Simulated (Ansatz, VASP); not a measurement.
Rb2GeBr6: VASP beside Ansatz

```
Rb Ge Br
1.0
     7.51738    0.00000    0.00000
    -3.75869    6.51024    0.00000
     0.00000    0.00000    7.08510
Rb Ge Br
2 1 6
Cartesian
  0.0000 4.3402 4.8818
  3.7587 2.1701 2.2033
  0.0000 0.0000 3.5426
  3.7587 4.4470 5.0009
  1.7868 1.0316 5.0009
  5.7306 1.0316 5.0009
  0.0000 2.0632 2.0842
  1.9719 5.4786 2.0842
  -1.9719 5.4786 2.0842
```

Alike in both runs: functional PBE; k mesh 6 × 6 × 4; occupations gaussian, width 0.02 eV; no spin polarisation.

Ansatz relaxed the structure, and its values are those at the end. VASP's run is a single point on that final structure, the one shown.

|  | VASP | Ansatz |
| --- | --- | --- |
| version | VASP 6.6.1 | Ansatz 0.2.0 |
| potentials or method | VASP PAW PBE potentials, release 64 (Rb_sv, Ge_d, Br), cutoff 520 eV | scalar-relativistic, plane waves, PAW |
| valence electrons in the cell | 74 | 74 |

```tsv
	VASP	Ansatz	Ansatz less VASP
gap on the k mesh at the Fermi level (eV)	0.96	0.96	0.000
least direct gap on the mesh (eV)	0.96	0.96	0.000
pressure (GPa)	0.0	0.0	-0.02
rms of the force components (eV/Å)	0.003	0.001	-0.0026
```

With one functional, cell and mesh, what is left measures potentials, basis and numerics.
